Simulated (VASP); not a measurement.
# Be (P6/mmm) in VASP: notebook, part 2 of 2

VASP 6.6.1. Earlier steps stand in the parts before.

## Step 3: Single point, PBE

Input file INCAR:

```
PREC     = Accurate       # precision mode
ENCUT    = 520            # plane-wave cutoff, eV
EDIFF    = 1E-7           # SCF threshold, eV
ISMEAR   = -1             # smearing method
SIGMA    = 0.05           # smearing width, eV
LREAL    = False          # projectors in reciprocal space
LASPH    = True           # aspherical terms in the spheres
NELM     = 80             # most SCF steps
ALGO     = Normal         # electronic algorithm
ISIF     = 2              # what is computed and relaxed
LWAVE    = False          # write WAVECAR
LCHARG   = True           # write CHGCAR
GGA      = PE             # functional
LELF     = True           # ELF
LVHAR    = True         
NBANDS   = 10             # bands
```

Input file KPOINTS:

```
regular mesh
0
Gamma
  11 11 16
```

Input file POSCAR:

```
Be
1.0
    3.2106860802      0.0000000000      0.0000000000
   -1.6053430401      2.7805357091      0.0000000000
    0.0000000000      0.0000000000      1.9221747563
Be
3
Direct
    0.0000000000      0.0000000000      0.0000000000
    0.3333333333      0.6666666667      0.5000000000
    0.6666666667      0.3333333333      0.5000000000
```

Potentials or basis: VASP PAW PBE potentials, release 64 (Be).

On the command line:

```sh
> cat potpaw_PBE.64/Be/POTCAR > POTCAR
> mpirun -np 1 vasp_std > vasp.out
```

Run time: 5.8 s. Hardware: 1 thread of Intel Xeon 6975P-C (Granite Rapids), shared host; peak memory 0.13 GiB.

It converged, with:

* Free energy: -9.5457 eV
* Pressure: 69.6 GPa
* Band gap on the k mesh: zero (band 3 reaches 15.78 eV, above the bottom of band 4 at 9.07 eV)

Levels at points of the mesh, in eV from the Fermi level:
| k point | band 1 | band 2 | band 3 | band 4 | band 5 | band 6 |
| --- | --- | --- | --- | --- | --- | --- |
| (0.00, 0.00, 0.00) | -14.24 | -2.28 | -2.28 | -2.02 | -2.02 | 7.73 |
| (0.00, 0.00, 0.50) | -8.31 | -6.63 | 4.69 | 4.69 | 4.92 | 7.25 |

## Step 4: Single point, PBE

This run uses another cell than the first one: it holds 1 atom, not 3.

Input file INCAR:

```
ALGO     = Normal         # electronic algorithm
EDIFF    = 1E-6           # SCF threshold, eV
ENCUT    = 520            # plane-wave cutoff, eV
GGA      = PE             # functional
ISIF     = 2              # what is computed and relaxed
ISMEAR   = -1             # smearing method
LASPH    = True           # aspherical terms in the spheres
LCHARG   = False          # write CHGCAR
LREAL    = False          # projectors in reciprocal space
LWAVE    = False          # write WAVECAR
NBANDS   = 7              # bands
NELM     = 60             # most SCF steps
PREC     = Accurate       # precision mode
SIGMA    = 0.05           # smearing width, eV
```

Input file KPOINTS:

```
k-points
0
Gamma
  23 23 21
```

Input file POSCAR:

```
Be
1.0
    1.9186251702      0.0000000000      0.0000000000
   -0.9593125851      1.6615781377      0.0000000000
    0.0000000000      0.0000000000      1.9696998617
Be
1
Direct
    0.0000000000      0.0000000000      0.0000000000
```

Potentials or basis: VASP PAW PBE potentials, release 64 (Be).

On the command line:

```sh
> cat potpaw_PBE.64/Be/POTCAR > POTCAR
> mpirun -np 1 vasp_std > vasp.out
```

OUTCAR:

```text
EDIFF = 1E-6
   ENCUT = 520
   GGA = PE
   ISIF = 2
   ISMEAR = -1
   LASPH = True
   LREAL = False
   NELM = 60
   PREC = Accurate

 ion  position               nearest neighbor table
   1  0.000  0.000  0.000-

  LATTYP: Found a hexagonal cell.
 ALAT       =     1.9186251702
 C/A-ratio  =     1.0266204636

  Lattice vectors:

 A1 = (   1.9186251702,   0.0000000000,   0.0000000000)
 A2 = (  -0.9593125851,   1.6615781377,   0.0000000000)
 A3 = (   0.0000000000,   0.0000000000,   1.9696998617)

[... 408 lines left out ...]
 k-point    24 :       0.0870    0.0870    0.0000
  band No.  band energies     occupation
      1      -2.6736      2.00000
      2      25.1726      0.00000
      3      27.4840      0.00000
      4      29.2502      0.00000
      5      36.3395      0.00000
      6      41.1814      0.00000
      7      50.5193      0.00000

 [... further k-points ...]
[... 5 lines left out ...]
  --------------------------------------------------------------------------------------
  -------------------------------------------------------------------------------------
  Total        2.7189920      2.7189920      2.7111838      0.0000000      0.0000000      0.0000000
  in kB      693.7572883    693.7572882    691.7650020      0.0000000      0.0000000      0.0000000
  external PRESSURE =     693.0931928 kB  Pullay stress =       0.0000000 kB

 VOLUME and BASIS-vectors are now :
 -----------------------------------------------------------------------------
  energy-cutoff  :      520.00
  volume of cell :        6.28
      direct lattice vectors                 reciprocal lattice vectors
     1.918625170  0.000000000  0.000000000     0.521206547  0.300918740  0.000000000
    -0.959312585  1.661578138  0.000000000     0.000000000  0.601837480  0.000000000
     0.000000000  0.000000000  1.969699862     0.000000000  0.000000000  0.507691562

 POSITION                                       TOTAL-FORCE (eV/Angst)
 -----------------------------------------------------------------------------------
      0.00000      0.00000      0.00000         0.000000      0.000000      0.000000
 -----------------------------------------------------------------------------------
    total drift:                               -0.000000      0.000000     -0.000000

  FREE ENERGIE OF THE ION-ELECTRON SYSTEM (eV)
  ---------------------------------------------------
  free  energy   TOTEN  =        -2.7251086411 eV

  energy  without entropy=       -2.7234835032  energy(sigma->0) =       -2.72429607
```

stdout:

```text
POSCAR found type information on POSCAR Be
 POSCAR found :  1 types and       1 ions
 scaLAPACK will be used
 LDA part: xc-table for (Slater+PW92), standard interpolation
 POSCAR, INCAR and KPOINTS ok, starting setup
 FFT: planning ... GRIDC
 FFT: planning ... GRID_SOFT
 FFT: planning ... GRID
 WAVECAR not read
 entering main loop
```

It took 6.1 s on 1 thread of Intel Xeon 6975P-C (Granite Rapids), shared host; peak memory 0.12 GiB.

Results:

* Free energy: -2.7251 eV
* Pressure: 69.3 GPa
* Band gap on the k mesh: zero (band 1 reaches 13.13 eV, above the bottom of band 2 at 6.87 eV)

Levels at points of the mesh, in eV from the Fermi level:
| k point | band 1 | band 2 | band 3 | band 4 | band 5 |
| --- | --- | --- | --- | --- | --- |
| (0.00, 0.00, 0.00) | -12.63 | 14.96 | 23.10 | 24.97 | 24.97 |

## Step 5: Single point, PBE

This run uses another cell than the first one: it holds 1 atom, not 3.

Input file INCAR:

```
SYSTEM = Be
PREC     = Accurate       ! precision mode
ENCUT    = 520            ! plane-wave cutoff, eV
EDIFF    = 1E-6           ! SCF threshold, eV
ISMEAR   = -1             ! smearing method
SIGMA    = 0.05           ! smearing width, eV
LREAL    = .False.        ! projectors in reciprocal space
LASPH    = .True.         ! aspherical terms in the spheres
NELM     = 100            ! most SCF steps
ALGO     = Normal         ! electronic algorithm
ISIF     = 2              ! what is computed and relaxed
LWAVE    = .False.        ! write WAVECAR
LCHARG   = .True.         ! write CHGCAR
GGA      = PE             ! functional
LELF     = .True.         ! ELF
LVHAR    = .True.       
NBANDS   = 7              ! bands
```

Input file KPOINTS:

```
regular mesh
0
Gamma
  23 23 21
  0 0 0
```

Input file POSCAR:

```
Be
1.0
    1.9183053683      0.0000000000      0.0000000000
   -0.9591526842      1.6613011812      0.0000000000
    0.0000000000      0.0000000000      1.9693722772
Be
1
Direct
    0.0000000000      0.0000000000      0.0000000000
```

On the command line:

```sh
> cat potpaw_PBE.64/Be/POTCAR > POTCAR
> mpirun -np 1 vasp_std > vasp.out
```

Wall time 6.3 s (1 thread of Intel Xeon 6975P-C (Granite Rapids), shared host); peak memory 0.12 GiB.

The run converged. Its results:

| Item | Value |
| --- | --- |
| Free energy | -2.7238 eV |
| Pressure | 69.5 GPa |
| Band gap on the k mesh | zero (band 1 reaches 13.14 eV, above the bottom of band 2 at 6.88 eV) |

Stress tensor (GPa, compression positive):
```
69.54  0.00  0.00
 0.00 69.54  0.00
 0.00  0.00 69.28
```

Levels at points of the mesh, in eV from the Fermi level:
| k point | band 1 | band 2 | band 3 | band 4 | band 5 | band 6 |
| --- | --- | --- | --- | --- | --- | --- |
| (0.00, 0.00, 0.00) | -12.63 | 14.96 | 23.11 | 24.98 | 24.98 | 36.44 |

## Step 6: The runs side by side

```tsv
cell	k mesh	gap on the mesh (eV)	pressure (GPa)
a = 3.211, b = 3.211, c = 1.923 Å, angles 90.0, 90.0, 120.0°, 3 atoms	11 × 11 × 16	none	69.4
a = 3.211, b = 3.211, c = 1.922 Å, angles 90.0, 90.0, 120.0°, 3 atoms	11 × 11 × 16	none	69.6
a = 1.919, b = 1.919, c = 1.970 Å, angles 90.0, 90.0, 120.0°, 1 atom	23 × 23 × 21	none	69.3
a = 1.918, b = 1.918, c = 1.969 Å, angles 90.0, 90.0, 120.0°, 1 atom	23 × 23 × 21	none	69.5
```

Alike in all rows: task single point; level PBE; potentials or basis VASP PAW PBE potentials, release 64 (Be); no spin polarisation; cutoff (eV) 520; smearing fermi-dirac 0.05 eV.

Total energies depend on the potentials used, so only differences within one code and one set of settings carry meaning.
